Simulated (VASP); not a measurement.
The system is ScIn3.

```
Sc In
1.0
     4.46000    0.00000    0.00000
     0.00000    4.46000    0.00000
     0.00000    0.00000    4.46000
Sc In
1 3
Direct
  0.00000 0.00000 0.00000
  0.00000 0.50000 0.50000
  0.50000 0.00000 0.50000
  0.50000 0.50000 0.00000
```

Base run:

```yaml
Program: VASP 6.6.1
Functional: r2SCAN
Potentials_or_basis: VASP PAW PBE potentials, release 64 (Sc_sv, In_d)
Cutoff: 520 eV
k_mesh: 10 × 10 × 10
Occupations: gaussian, width 0.1 eV
Spin: no spin polarisation
```

Its results: pressure 1.7 GPa.

The run is repeated on the same cell with these changes: k mesh from 10 × 10 × 10 to 1 × 1 × 1. What comes out?

Pressure 6.2 GPa.

Caveats: some runs use coarse meshes; the PAW data sets were made with another functional, which shifts forces and pressure a little.
